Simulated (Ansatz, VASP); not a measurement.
## Two plane-wave programs on Sc3H2

```
CELL_PARAMETERS angstrom
3.70464 0.00000 0.00000
-1.85232 3.20832 0.00000
0.00000 0.00000 5.76382
ATOMIC_POSITIONS crystal
Sc 0.00000 0.00000 0.00000
Sc 0.33333 0.66667 0.64500
Sc 0.66667 0.33333 0.35500
H 0.33333 0.66667 0.24500
H 0.66667 0.33333 0.75500
```

Alike in both runs: task single point; functional PBE; k mesh 6 × 6 × 4; occupations gaussian, width 0.1 eV; no spin polarisation.

```csv
,VASP,Ansatz
version,VASP 6.6.1,Ansatz 0.2.0
potentials or method,"VASP PAW PBE potentials, release 64 (Sc_sv, H), cutoff 520 eV","scalar-relativistic, plane waves, PAW"
valence electrons in the cell,35,35
```

```csv
,VASP,Ansatz,Ansatz less VASP
gap on the k mesh at the Fermi level (eV),none,none,-
pressure (GPa),6.3,6.2,-0.10
"traceless stress, the component that is largest in VASP (GPa)",10.64,10.65,+0.008
rms of the force components (eV/Å),0.296,0.292,-0.0046
```

Atom by atom the forces differ by 0.005 eV/Å (rms over components). A gap of «none» marks a metal or a gap that the smearing closes. The functional is the same, so the differences come from potentials, cutoffs and numerics.
